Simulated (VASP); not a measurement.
A run of VASP 6.6.1 is set up as follows.

The input INCAR:

```
  PREC = Accurate
  ENCUT = 520
  EDIFF = 1E-6
  ISMEAR = 0
  SIGMA = 0.15
  LREAL = False
  LASPH = True
  NELM = 100
  ALGO = Normal
  ISIF = 2
  LWAVE = False
  LCHARG = False
  GGA = PS
  IVDW = 12
  NBANDS = 16
```

Contents of KPOINTS:

```
regular mesh
0
Gamma
  21 21 8
```

The input POSCAR:

```
C
1.0
    2.5940060615      0.0000000000      0.0000000000
   -1.2970030308      2.2464751468      0.0000000000
    0.0000000000      0.0000000000      6.6170500623
C
4
Direct
    0.0000000000      0.0000000000      0.0025000000
    0.0000000000      0.0000000000      0.5025000000
    0.3333333333      0.6666666667      0.0025000000
    0.6666666667      0.3333333333      0.5025000000
```

Potentials or basis: VASP PAW PBE potentials, release 64 (C).

Command:

```bash
$ cat potpaw_PBE.64/C/POTCAR > POTCAR
$ mpirun -np 1 vasp_std > vasp.out
```

(1) Predict the dispersion energy per atom.

(2) Estimate the band gap on the k mesh.

Answers

(1) -0.105 eV.

(2) zero (bands 8 and 9 overlap by 0.04 eV).

Caveat: the cell stands under tension.
